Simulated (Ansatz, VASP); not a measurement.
## One calculation of Ta, two programs

INCAR

```
ALGO = Normal ; EDIFF = 1E-6
ENCUT = 500 ; GGA = PS
GGA_COMPAT = False ; ISIF = 2
ISMEAR = 0 ; LASPH = True
LCHARG = True ; LELF = True
LREAL = False ; LVHAR = True
LWAVE = False ; NBANDS = 12
NELM = 120 ; PREC = Accurate
SIGMA = 0.1
```

KPOINTS

```
k-points
0
Gamma
  8 8 8
```

The input POSCAR:

```
Ta
1.0
   -1.6549278069      1.6549278069      1.6549278069
    1.6549278069     -1.6549278069      1.6549278069
    1.6549278069      1.6549278069     -1.6549278069
Ta
1
Direct
    0.0000000000      0.0000000000      0.0000000000
```

Input for Ansatz:

```yaml
crystal:
  lattice:
    - [-1.6549278069, 1.6549278069, 1.6549278069]
    - [1.6549278069, -1.6549278069, 1.6549278069]
    - [1.6549278069, 1.6549278069, -1.6549278069]
  atoms:
    - { symbol: Ta, position: [0.0, 0.0, 0.0] }
basis:
  ecutwfc: 420
kpoints:
  mp_grid: { grid: [8, 8, 8] }
hamiltonian:
  xc: pbesol
scf:
  occupations: { method: gaussian, width: 0.1 }
  lower_state_search: "off"
output:
  forces: true
  stress: true
  eigenvalues: true
```

Alike in both runs: task single point; functional PBEsol; k mesh 8 × 8 × 8; occupations gaussian, width 0.1 eV; no spin polarisation.

|  | VASP | Ansatz |
| --- | --- | --- |
| version | VASP 6.6.1 | Ansatz 0.2.0 |
| potentials or method | VASP PAW PBE potentials, release 64 (Ta_pv), cutoff 500 eV | scalar-relativistic, plane waves, PAW |
| valence electrons in the cell | 11 | 13 |

```csv
,VASP,Ansatz,Ansatz less VASP
gap on the k mesh at the Fermi level (eV),none,none,-
pressure (GPa),-7.0,-7.1,-0.14
```

VASP's potentials were made for PBE, not for PBEsol. A gap of «none» marks a metal or a gap that the smearing closes. The functional is the same, so the differences come from potentials, cutoffs and numerics. VASP's potentials hold 11 valence electrons a cell and Ansatz's 13, so a difference there can come from the potentials and not from the codes.

Neither program's run includes spin-orbit coupling.
